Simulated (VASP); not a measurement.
Here is a VASP 6.6.1 calculation.

The input INCAR:

```
SYSTEM = C
ALGO = Normal
EDIFF = 1E-6
ENCUT = 520
GGA = PE
ISIF = 2
ISMEAR = 0
LASPH = .TRUE.
LCHARG = .FALSE.
LREAL = .FALSE.
LWAVE = .FALSE.
NBANDS = 8
NELM = 80
PREC = Accurate
SIGMA = 0.1
```

Contents of KPOINTS:

```
k-points
0
G
  12 10 8
  0 0 0
```

File POSCAR:

```
C
1.0
    1.3288826200      0.0000000000      0.0000000000
    0.0000000000      1.6812848600      0.0000000000
    0.0000000000      0.0000000000      2.4776661300
C
1
Direct
    0.0000000000      0.5000000000      0.0000000000
```

Potentials or basis: VASP PAW PBE potentials, release 64 (C).

Launch:

```console
$ cat potpaw_PBE.64/C/POTCAR > POTCAR
$ mpirun -np 1 vasp_std > vasp.out
```

**Question.** Estimate the band gap on the k mesh.

**Answer.** Zero (band 2 reaches 13.65 eV, above the bottom of band 3 at 4.39 eV).

**Question.** Predict the pressure.

**Answer.** 134.7 GPa.

Stress tensor (GPa, compression positive):
```
135.13   0.00   0.00
  0.00 206.45   0.00
  0.00   0.00  62.66
```

Caveat: the k points lie up to 0.39 Å⁻¹ apart.
